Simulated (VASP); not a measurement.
A run of VASP 6.6.1 is set up as follows.

File INCAR:

```
PREC = Accurate
ENCUT = 520
EDIFF = 1E-6
ISMEAR = 0
SIGMA = 0.1
LREAL = F
LASPH = T
NELM = 60
ALGO = Normal
ISIF = 2
LWAVE = F
LCHARG = F
GGA = PE
NBANDS = 26
```

KPOINTS

```
regular mesh
0
Gamma
  6 6 4
```

Contents of POSCAR:

```
Ga2SiS
1.0
    3.7430021600      0.0000000000      0.0000000000
   -1.8715010800      3.2415349600      0.0000000000
    0.0000000000      0.0000000000      5.1517121300
Ga Si S
2 1 1
Direct
    0.6666666700      0.3333333300      0.2363359900
    0.6666666700      0.3333333300      0.7636640100
    0.0000000000      0.0000000000      0.5000000000
    0.3333333300      0.6666666700      0.0000000000
```

Potentials or basis: VASP PAW PBE potentials, release 64 (Ga_d, Si, S).

Command:

```console
$ cat potpaw_PBE.64/Ga_d/POTCAR potpaw_PBE.64/Si/POTCAR potpaw_PBE.64/S/POTCAR > POTCAR
$ mpirun -np 1 vasp_std > vasp.out
```

Task: What does it give for the largest force?

Result: 2.620 eV/Å.

Task: What does it give for the pressure?

Result: 21.5 GPa.

Task: Predict the band gap on the k mesh.

Result: Zero (band 18 reaches 8.85 eV, above the bottom of band 19 at 5.65 eV).

Stress tensor (GPa, compression positive):
```
14.74  0.00  0.00
 0.00 14.74  0.00
 0.00  0.00 35.01
```

Caveat: forces of over 1 eV/Å act on the atoms, so gaps and moduli don't describe the material at rest.
